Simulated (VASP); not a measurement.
Be, 4 atoms in the cell. It takes space group P6_3/mmc (No. 194, hexagonal). The conventional cell has a = 2.277 Å, b = 2.277 Å, c = 7.254 Å, α = 90.00°, β = 90.00°, γ = 120.00°. Within 3.0 Å of Be (site symmetry -3m) lie 12 Be at 2.24 to 2.28 Å. Within 3.0 Å of Be (site symmetry -6m2) lie 12 Be at 2.24 to 2.28 Å. 

* Program: VASP 6.6.1
* Task: single point
* Functional: PBEsol
* Potentials or basis: VASP PAW PBE potentials, release 64 (Be)
* Cutoff: 520 eV
* k mesh: 18 × 18 × 5
* Occupations: fermi-dirac, width 0.1 eV
* Spin: no spin polarisation
* Dipole correction: no
* Further INCAR settings: ALGO = Normal; EDIFF = 1e-06; NBANDS = 12

Potentials or basis: VASP PAW PBE potentials, release 64 (Be).

Launch:

```bash
$ cat potpaw_PBE.64/Be/POTCAR > POTCAR
$ mpirun -np 1 vasp_std > vasp.out
```

Hardware: 1 thread of Intel(R) Xeon(R) Platinum 8488C (Sapphire Rapids), on a shared host.

Question: How long does it take, and how much memory?

Answer: Wall time 16 s on 1 thread of Intel(R) Xeon(R) Platinum 8488C (Sapphire Rapids), with other jobs on the host, peak memory 0.16 GiB. Counts: scf iterations 9, k points 111.
